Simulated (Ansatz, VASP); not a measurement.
One calculation of HfO2, two programs

```
CELL_PARAMETERS angstrom
0.00000 2.26699 2.26699
2.26699 0.00000 2.26699
2.26699 2.26699 0.00000
ATOMIC_POSITIONS crystal
Hf 0.00000 0.00000 0.00000
O 0.25000 0.25000 0.25000
O 0.75000 0.75000 0.75000
```

Change from the starting cell: volume scaled by 0.72, PAW files.

Alike in both runs: task single point; functional r2SCAN; k mesh 11 × 11 × 11; occupations fermi-dirac, width 0.1 eV; no spin polarisation.

|  | VASP | Ansatz |
| --- | --- | --- |
| version | VASP 6.6.1 | Ansatz 0.2.0 |
| potentials or method | VASP PAW PBE potentials, release 64 (Hf_pv, O) | PAW with Ansatz's default frozen-core files, scalar-relativistic |
| plane-wave cutoff (eV) | 520 | 500 |
| valence electrons in the cell | 22 | 38 |

|  | VASP | Ansatz | Ansatz less VASP |
| --- | --- | --- | --- |
| gap on the k mesh at the Fermi level (eV) | 5.15 | 4.96 | -0.184 |
| pressure (GPa) | 168.3 | 175.0 | +6.70 |

VASP's potentials were made for PBE, not for r2SCAN. Both programs put the cell under a high pressure, so it lies far from rest at this level. With one functional, cell and mesh, what is left measures potentials, basis and numerics. VASP's potentials hold 22 valence electrons a cell and Ansatz's 38, so a difference there can come from the potentials and not from the codes.

Neither program's run includes spin-orbit coupling. Noted on VASP's run: the cell as given lies far from equilibrium.
